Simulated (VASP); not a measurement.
# LaB3Ir (I4mm) in VASP: further runs

The runs below take LaB3Ir through single point, relaxation of cell and atoms, with PBE.

Everything below comes from runs of VASP 6.6.1. Logs are shortened: lines on timing, memory, paths and dates and some standing lists are left out, and cuts for length are marked.

## Step 1: The cell of the first run

Symmetry: I4mm, No. 107, tetragonal system. Conventional cell: a = 3.509 Å, b = 3.509 Å, c = 10.807 Å, α = 90.00°, β = 90.00°, γ = 90.00°. Within 3.7 Å of La (site symmetry 4mm) lie 12 B at 2.81 to 3.66 Å and 5 Ir at 3.20 to 3.39 Å and 4 La at 3.51 Å. B (site symmetry 2mm) has 6 B at 1.90 to 2.48 Å and 2 Ir at 2.12 Å within 2.5 Å. B (site symmetry 4mm) has 4 B at 1.90 Å within 2.5 Å. Ir (site symmetry 4mm) has 4 B at 2.12 Å within 2.8 Å.

## Step 2: Single point, PBE

Contents of INCAR:

```
PREC = Accurate
ENCUT = 520
EDIFF = 1E-6
ISMEAR = -1
SIGMA = 0.0804
LREAL = F
LASPH = T
NELM = 100
ALGO = Normal
ISIF = 2
LWAVE = F
LCHARG = F
GGA = PE
NBANDS = 22
```

Contents of KPOINTS:

```
Automatic mesh
0
Gamma
  7 7 7
```

Contents of POSCAR:

```
LaB3Ir
1.0
    0.0000000000      3.5085845348      0.0000000000
    3.5085845348      0.0000000000      0.0000000000
    1.7542922674      1.7542922674     -5.4032920967
La B Ir
1 3 1
Direct
   -0.0110287494     -0.0110287494      0.0220574988
    0.7859157515      0.2859157515      0.4281684971
    0.2859157515      0.7859157515      0.4281684971
    0.3533684293      0.3533684293      0.2932631415
    0.6753288172      0.6753288172      0.6493423656
```

Potentials or basis: VASP PAW PBE potentials, release 64 (La, B, Ir).

The run is started by

```sh
cat potpaw_PBE.64/La/POTCAR potpaw_PBE.64/B/POTCAR potpaw_PBE.64/Ir/POTCAR > POTCAR
mpirun -np 1 vasp_std > vasp.out
```

OUTCAR:

```text
PREC = Accurate
   ENCUT = 520
   EDIFF = 1E-6
   ISMEAR = -1
   LREAL = F
   LASPH = T
   NELM = 100
   ISIF = 2
   GGA = PE

 ion  position               nearest neighbor table
   1  0.989  0.989  0.022-   2 2.81   3 2.81   2 2.81   3 2.81   4 2.88   4 2.88   4 2.88   4 2.88
                             5 3.20   5 3.20   5 3.20   5 3.20   5 3.39
   2  0.786  0.286  0.428-   4 1.90   4 1.90   5 2.12   5 2.12   1 2.81   1 2.81
   3  0.286  0.786  0.428-   4 1.90   4 1.90   5 2.12   5 2.12   1 2.81   1 2.81
   4  0.353  0.353  0.293-   3 1.90   2 1.90   2 1.90   3 1.90   1 2.88   1 2.88   1 2.88   1 2.88

   5  0.675  0.675  0.649-   2 2.12   3 2.12   3 2.12   2 2.12   1 3.20   1 3.20   1 3.20   1 3.20
                             1 3.39

  LATTYP: Found a body centered tetragonal cell.
 ALAT       =     3.5085845348
 C/A-ratio  =     3.0800409927

  Lattice vectors:

 A1 = (  -1.7542922674,   1.7542922674,   5.4032920967)
 A2 = (   1.7542922674,  -1.7542922674,   5.4032920967)
 A3 = (   1.7542922674,   1.7542922674,  -5.4032920967)

Analysis of symmetry for initial positions (statically):
=====================================================================
 Subroutine PRICEL returns:
 Original cell was already a primitive cell.

 Routine SETGRP: Setting up the symmetry group for a
 body centered tetragonal supercell.

 Subroutine GETGRP returns: Found  8 space group operations
 (whereof  8 operations were pure point group operations)
 out of a pool of 16 trial point group operations.

The static configuration has the point symmetry C_4v.

Analysis of symmetry for dynamics (positions and initial velocities):
=====================================================================
 Subroutine PRICEL returns:
 Original cell was already a primitive cell.

 Routine SETGRP: Setting up the symmetry group for a
 body centered tetragonal supercell.

 Subroutine GETGRP returns: Found  8 space group operations
 (whereof  8 operations were pure point group operations)
 out of a pool of 16 trial point group operations.

The dynamic configuration has the point symmetry C_4v.

 Subroutine INISYM returns: Found  8 space group operations
 (whereof  8 operations are pure point group operations),
 and found     1 'primitive' translations

----------------------------------------------------------------------------------------

                                     Primitive cell

  volume of cell :      66.5154

  direct lattice vectors                    reciprocal lattice vectors
     0.000000000  3.508584535  0.000000000     0.000000000  0.285015222  0.092536178
     3.508584535  0.000000000  0.000000000     0.285015222  0.000000000  0.092536178
     1.754292267  1.754292267 -5.403292097     0.000000000  0.000000000 -0.185072356

  length of vectors
     3.508584535  3.508584535  5.945641109     0.299660843  0.299660843  0.185072356

  position of ions in fractional coordinates (direct lattice)
     0.988971251  0.988971251  0.022057499
     0.785915751  0.285915751  0.428168497
     0.285915751  0.785915751  0.428168497
     0.353368429  0.353368429  0.293263141
     0.675328817  0.675328817  0.649342366

  ion indices of the primitive-cell ions
   primitive index   ion index
                 1           1
                 2           2
                 3           3
                 4           4
                 5           5

----------------------------------------------------------------------------------------

 KPOINTS: Automatic mesh

Automatic generation of k-mesh.
 Grid dimensions read from file:
 generate k-points for:    7    7    7

 Generating k-lattice:

  Cartesian coordinates                     Fractional coordinates (reciprocal lattice)
     0.000000000  0.040716460  0.013219454     0.142857143  0.000000000  0.000000000
     0.040716460  0.000000000  0.013219454     0.000000000  0.142857143  0.000000000
     0.000000000  0.000000000 -0.026438908     0.000000000  0.000000000  0.142857143

  Length of vectors
     0.042808692  0.042808692  0.026438908

  Shift w.r.t. Gamma in fractional coordinates (k-lattice)
     0.000000000  0.000000000  0.000000000

 Subroutine IBZKPT returns following result:
 ===========================================

 Found     40 irreducible k-points:

 Following reciprocal coordinates:
            Coordinates               Weight
  0.000000  0.000000  0.000000      1.000000
  0.142857  0.000000 -0.000000      8.000000
  0.285714  0.000000 -0.000000      8.000000
  0.428571  0.000000 -0.000000      8.000000
  0.142857  0.142857 -0.000000      8.000000
  0.285714  0.142857 -0.000000     16.000000
[... 16 lines left out ...]
  0.285714  0.285714  0.142857      8.000000
  0.428571  0.285714  0.142857     16.000000
 [... further k-points ...]
   k-points           NKPTS =     40   k-points in BZ     NKDIM =     40   number of bands    NBANDS=     22
   number of dos      NEDOS =    301   number of ions     NIONS =      5
   total plane-waves  NPLWV =  37632
   dimension x,y,z NGX =    28 NGY =   28 NGZ =   48
   dimension x,y,z NGXF=    56 NGYF=   56 NGZF=   96
   ions per type =               1   3   1
   NGX,Y,Z   is equivalent  to a cutoff of  13.27, 13.27, 13.42 a.u.
   NGXF,Y,Z  is equivalent  to a cutoff of  26.53, 26.53, 26.84 a.u.
 SYSTEM =  unknown system
   PREC   = accura    normal or accurate (medium, high low for compatibility)
   ISTART =      0    job   : 0-new  1-cont  2-samecut
   ICHARG =      2    charge: 1-file 2-atom 10-const
   ISPIN  =      1    spin polarized calculation?
   LNONCOLLINEAR =      F non collinear calculations
   LSORBIT =      F    spin-orbit coupling
   LASPH  =      T    aspherical Exc in radial PAW
   ENCUT  =  520.0 eV  38.22 Ry    6.18 a.u.   6.52  6.52 11.05*2*pi/ulx,y,z
   NELM   =    100;   NELMIN=  2; NELMDL= -5     # of ELM steps
   EDIFF  = 0.1E-05   stopping-criterion for ELM
   LREAL  =      F    real-space projection
   EDIFFG = 0.1E-04   stopping-criterion for IOM
   NSW    =      0    number of steps for IOM
   IBRION =     -1    ionic relax: 0-MD 1-quasi-New 2-CG
   NFREE  =      0    steps in history (QN), initial steepest desc. (CG)
   ISIF   =      2    stress and relaxation
   ISYM   =      2    0-nonsym 1-usesym 2-fastsym
   POTIM  = 0.5000    time-step for ionic-motion
   TEBEG  =    0.0;   TEEND  =   0.0 temperature during run
   PSTRESS=    0.0 pullay stress
   NELECT =      29.0000    total number of electrons
   NUPDOWN=      -1.0000    fix difference up-down
   EMIN   =  10.00;   EMAX   =-10.00  energy-range for DOS
   EFERMI =   0.00;   METHOD = LEGACY
   ISMEAR =    -1;   SIGMA  =   0.08  broadening in eV -4-tet -1-fermi 0-gaus
   EFERMI_NEDOS =   21; number of points for ismear=-14 and -15
   IALGO  =     38    algorithm
   IMIX   =      4    mixing-type and parameters
     AMIX     =   0.40;   BMIX     =  1.00
     AMIX_MAG =   1.60;   BMIX_MAG =  1.00
  volume/ion in A,a.u.               =      13.30        89.77
  Fermi-wavevector in a.u.,A,eV,Ry     =   1.241367  2.345843 20.966455  1.540991
  Thomas-Fermi vector in A             =   2.375767
   LORBIT       =      0    0 simple, 1 ext, 2 COOP (PROOUT), +10 PAW based schemes
   GGA     = PE    functional components
   LHFCALC =     F    Hartree Fock is set to
   AEXX    =    0.0000 exact exchange contribution
   IVDW    =     0    specifies the selected vdW correction
   LEPSILON=     F    determine dielectric tensor
   LRPA    =     F    only Hartree local field effects (RPA)
 non-spin polarized calculation
  energy-cutoff  :      520.00
  volume of cell :       66.52
 maximum number of plane-waves:      1820
 NGX is ok and might be reduce to    28
   NGX = 13   NGY = 13   NGZ = 23

 number of electron      29.0000002 magnetization

 Free energy of the ion-electron system (eV)
  ---------------------------------------------------
  ext. energy  EPLUGINS =         0.00000000
  ---------------------------------------------------
  free energy    TOTEN  =       -34.10221406 eV

  energy without entropy =      -34.06008245  energy(sigma->0) =      -34.08114826

 E-fermi :   8.4432     XC(G=0): -11.6605

 val. band max:        8.4361006967   @ k =   0.4286   0.4286   0.1429
 cond. band min:       8.4930585844   @ k =  -0.1429  -0.1429   0.2857
 fundamental gap:      0.0569578877
 Fermi energy:         8.4432295724

 k-point     1 :       0.0000    0.0000    0.0000
  band No.  band energies     occupation
      1     -23.4667      2.00000
      2      -7.7481      2.00000
      3      -6.6871      2.00000
      4      -6.6871      2.00000
      5      -3.3817      2.00000
      6       2.8009      2.00000
[... 14 lines left out ...]
     21      11.7204      0.00000
     22      11.7252      0.00000

 k-point     2 :       0.1429    0.0000   -0.0000
  band No.  band energies     occupation
      1     -23.4388      2.00000
      2      -7.7089      2.00000
      3      -7.0158      2.00000
      4      -6.6560      2.00000
      5      -3.1072      2.00000
      6       1.9865      2.00000
[... 14 lines left out ...]
     21      11.7278      0.00000
     22      11.7939      0.00000

 k-point     3 :       0.2857    0.0000   -0.0000
  band No.  band energies     occupation
      1     -23.3749      2.00000
      2      -7.7372      2.00000
      3      -7.5249      2.00000
      4      -6.5853      2.00000
      5      -2.4831      2.00000
      6       0.7118      2.00000
[... 14 lines left out ...]
     21      11.7538      0.00000
     22      11.7565      0.00000

 k-point     4 :       0.4286    0.0000   -0.0000
  band No.  band energies     occupation
      1     -23.3225      2.00000
      2      -8.1439      2.00000
      3      -7.4705      2.00000
      4      -6.5277      2.00000
      5      -1.8785      2.00000
      6      -0.1994      2.00000
[... 14 lines left out ...]
     21      11.7885      0.00000
     22      11.8045      0.00000

 k-point     5 :       0.1429    0.1429   -0.0000
  band No.  band energies     occupation
      1     -23.4109      2.00000
      2      -7.6825      2.00000
      3      -7.0067      2.00000
      4      -6.9445      2.00000
      5      -2.8234      2.00000
      6       1.9919      2.00000
[... 14 lines left out ...]
     21      11.6640      0.00000
     22      11.6998      0.00000

 k-point     6 :       0.2857    0.1429   -0.0000
  band No.  band energies     occupation
      1     -23.3476      2.00000
      2      -7.6864      2.00000
      3      -7.4974      2.00000
      4      -6.8872      2.00000
      5      -2.2721      2.00000
      6       0.9534      2.00000
[... 14 lines left out ...]
     21      11.6653      0.00000
     22      11.7364      0.00000

 k-point     7 :       0.4286    0.1429   -0.0000
  band No.  band energies     occupation
      1     -23.2959      2.00000
      2      -8.0873      2.00000
      3      -7.4327      2.00000
      4      -6.8186      2.00000
      5      -1.7324      2.00000
      6       0.0216      2.00000
[... 324 lines left out ...]
      6      -0.0860      2.00000
[... 14 lines left out ...]
     21      11.7794      0.00000
     22      11.8602      0.00000

 k-point    21 :      -0.2857    0.0000    0.1429
  band No.  band energies     occupation
      1     -23.3742      2.00000
      2      -7.7398      2.00000
      3      -7.5683      2.00000
      4      -6.5841      2.00000
      5      -2.3671      2.00000
      6       0.8591      2.00000
[... 14 lines left out ...]
     21      11.7167      0.00000
     22      11.7184      0.00000

 k-point    22 :      -0.1429    0.0000    0.1429
  band No.  band energies     occupation
      1     -23.4379      2.00000
      2      -7.7752      2.00000
      3      -7.0114      2.00000
      4      -6.6543      2.00000
      5      -2.8990      2.00000
      6       1.9774      2.00000
[... 14 lines left out ...]
     21      11.7030      0.00000
     22      11.7193      0.00000

 k-point    23 :       0.2857    0.2857    0.1429
  band No.  band energies     occupation
      1     -23.2862      2.00000
      2      -7.6107      2.00000
      3      -7.4696      2.00000
      4      -7.3537      2.00000
      5      -1.8917      2.00000
      6       1.1618      2.00000
[... 14 lines left out ...]
     21      11.6686      0.00000
     22      11.6969      0.00000

 k-point    24 :       0.4286    0.2857    0.1429
  band No.  band energies     occupation
      1     -23.2356      2.00000
      2      -7.9621      2.00000
      3      -7.4419      2.00000
      4      -7.2824      2.00000
      5      -1.3202      2.00000
      6       0.3931      2.00000
[... 14 lines left out ...]
     21      11.7412      0.00000
     22      11.8148      0.00000

 [... further k-points ...]
[... 5 lines left out ...]
  --------------------------------------------------------------------------------------
  -------------------------------------------------------------------------------------
  Total        0.1124892      0.1124892      0.0865773      0.0000000      0.0000000      0.0000000
  in kB        2.7095628      2.7095628      2.0854149      0.0000000      0.0000000      0.0000000
  external PRESSURE =       2.5015135 kB  Pullay stress =       0.0000000 kB

 VOLUME and BASIS-vectors are now :
 -----------------------------------------------------------------------------
  energy-cutoff  :      520.00
  volume of cell :       66.52
      direct lattice vectors                 reciprocal lattice vectors
     0.000000000  3.508584535  0.000000000     0.000000000  0.285015222  0.092536178
     3.508584535  0.000000000  0.000000000     0.285015222  0.000000000  0.092536178
     1.754292267  1.754292267 -5.403292097     0.000000000  0.000000000 -0.185072356

 POSITION                                       TOTAL-FORCE (eV/Angst)
 -----------------------------------------------------------------------------------
      3.50858      3.50858     -0.11918         0.000000      0.000000     -0.000158
      1.75429      3.50858     -2.31352         0.000000      0.000000      0.055095
      3.50858      1.75429     -2.31352         0.000000      0.000000      0.055095
      1.75429      1.75429     -1.58459         0.000000      0.000000      0.016932
      3.50858      3.50858     -3.50859        -0.000000     -0.000000     -0.126963
 -----------------------------------------------------------------------------------
    total drift:                               -0.000005     -0.000005     -0.000002

  FREE ENERGIE OF THE ION-ELECTRON SYSTEM (eV)
  ---------------------------------------------------
  free  energy   TOTEN  =       -34.1022140617 eV

  energy  without entropy=      -34.0600824545  energy(sigma->0) =      -34.08114826
```

Run time: 39 s. Hardware: 1 thread of Intel Xeon 6975P-C (Granite Rapids), shared host; peak memory 0.23 GiB.

What came out:

| Property | Result |
| --- | --- |
| Free energy | -34.1022 eV |
| Pressure | 0.3 GPa |
| Largest force | 0.127 eV/Å |

Forces on the atoms (eV/Å):
```
La   0.000  0.000  0.000
B    0.000  0.000  0.055
B    0.000  0.000  0.055
B    0.000  0.000  0.017
Ir   0.000  0.000 -0.127
```

Levels at points of the mesh, in eV from the Fermi level:
```tsv
k point	band 13	band 14	band 15	band 16	band 17	band 18
(0.00, 0.00, 0.00)	-1.47	-1.41	-1.41	2.28	2.72	2.72
```

Caveat: spin-orbit coupling is left out, which moves the levels of the heavy elements.

## Step 3: Relaxation of cell and atoms, PBE

This run uses another cell than the first one, of 12.94 Å³/atom, 0.973 times its volume.

Contents of INCAR:

```
SYSTEM = LaB3Ir
ALGO     = Normal         ! electronic algorithm
EDIFF    = 1E-6           ! SCF threshold, eV
EDIFFG   = -0.03          ! ionic threshold
ENCUT    = 600            ! plane-wave cutoff, eV
GGA      = PE             ! functional
IBRION   = 2              ! ionic algorithm
ISIF     = 3              ! what is computed and relaxed
ISMEAR   = -1             ! smearing method
LASPH    = .True.         ! aspherical terms in the spheres
LCHARG   = .False.        ! write CHGCAR
LREAL    = .False.        ! projectors in reciprocal space
LWAVE    = .False.        ! write WAVECAR
NELM     = 60             ! most SCF steps
NSW      = 60             ! ionic steps
PREC     = Accurate       ! precision mode
SIGMA    = 0.0804         ! smearing width, eV
```

Contents of KPOINTS:

```
k-points
0
Gamma
  7 7 7
  0 0 0
```

Contents of POSCAR:

```
LaB3Ir
1.0
    0.0000000000      3.8328880000      0.0000000000
    3.8328880000      0.0000000000      0.0000000000
    1.9164440000      1.9164440000     -4.4036100000
La B Ir
1 3 1
Direct
    0.0000000000      0.0000000000      0.0000000000
    0.7615000000      0.2615000000      0.4770000000
    0.2615000000      0.7615000000      0.4770000000
    0.4112000000      0.4112000000      0.1776000000
    0.6553000000      0.6553000000      0.6894000000
```

Potentials or basis: VASP PAW PBE potentials, release 64 (La, B, Ir).

The run is started by

```sh
cat potpaw_PBE.64/La/POTCAR potpaw_PBE.64/B/POTCAR potpaw_PBE.64/Ir/POTCAR > POTCAR
mpirun -np 1 vasp_std > vasp.out
```

It took 25 min on 1 thread of AMD EPYC 7R43 (Zen 3), shared host; peak memory 0.24 GiB.

The run converged. Its results:

```yaml
Free_energy: -34.1036 eV
Relaxed_volume: 13.28 Å³/atom
Relaxed_cell: a = 3.506 Å, b = 3.506 Å, c = 5.943 Å, α = 72.84°, β = 72.84°, γ = 90.00°
Space_group_after_relaxing_to_0.05_Å: I4mm (No. 107)
Energy_gained_by_relaxing: 137.4 meV/atom
Ionic_steps: 25
Pressure_after_relaxing: 0.2 GPa
Largest_force_after_relaxing: 0.022 eV/Å
```

Forces on the atoms (eV/Å):
```
La   0.000  0.000 -0.012
B    0.000  0.000  0.017
B    0.000  0.000  0.017
B    0.000  0.000 -0.022
Ir   0.000  0.000  0.001
```

Stress tensor (GPa, compression positive):
```
0.27 0.00 0.00
0.00 0.27 0.00
0.00 0.00 0.00
```

Step by step:
```csv
step,energy change (eV),largest force (eV/Å),pressure (GPa),volume (Å³)
1,0.0000,1.2208,8.56,64.69
2,-0.0044,0.3905,-10.07,71.38
3,-0.1184,0.7168,-1.82,67.94
4,-0.1628,0.6757,-1.51,67.33
5,-0.2516,0.5907,0.04,65.54
6,-0.0237,1.7884,7.15,62.04
7,-0.2577,0.7121,0.72,65.09
8,-0.2862,0.5893,0.57,64.90
9,-0.3472,0.2367,0.43,64.32
10,-0.2841,1.4011,2.21,63.13
11,-0.3572,0.4928,0.62,64.02
12,-0.3948,0.4992,0.39,64.13
13,-0.4568,0.9233,0.44,64.42
14,-0.4615,1.1567,0.66,64.49
15,-0.5021,1.0229,0.17,64.83
16,-0.5964,0.5551,-0.57,65.79
17,-0.6207,1.1800,0.79,67.39
18,-0.6410,0.6615,-0.11,66.77
19,-0.6725,0.2569,-1.56,67.12
20,-0.6730,0.2456,-1.76,67.16
21,-0.6796,0.2455,1.61,65.78
22,-0.6813,0.2353,0.55,66.20
23,-0.6852,0.1050,0.24,66.28
24,-0.6862,0.1123,0.02,66.36
25,-0.6869,0.0218,0.18,66.39
```

Final structure:
```yaml
crystal:
  lattice:
    - [0.00000, 3.50594, 0.00000]
    - [3.50594, 0.00000, 0.00000]
    - [1.75297, 1.75297, -5.40132]
  atoms:
    - { symbol: La, position: [0.98901, 0.98901, 0.02199] }
    - { symbol: B, position: [0.78598, 0.28598, 0.42805] }
    - { symbol: B, position: [0.28598, 0.78598, 0.42805] }
    - { symbol: B, position: [0.35400, 0.35400, 0.29201] }
    - { symbol: Ir, position: [0.67454, 0.67454, 0.65091] }
```

Levels at points of the mesh, in eV from the Fermi level:
| k point | band 12 | band 13 | band 14 | band 15 | band 16 | band 17 | band 18 |
| --- | --- | --- | --- | --- | --- | --- | --- |
| (0.00, 0.00, 0.00) | -1.98 | -1.47 | -1.41 | -1.41 | 2.29 | 2.73 | 2.73 |

Caveat: spin-orbit coupling is left out, which moves the levels of the heavy elements.
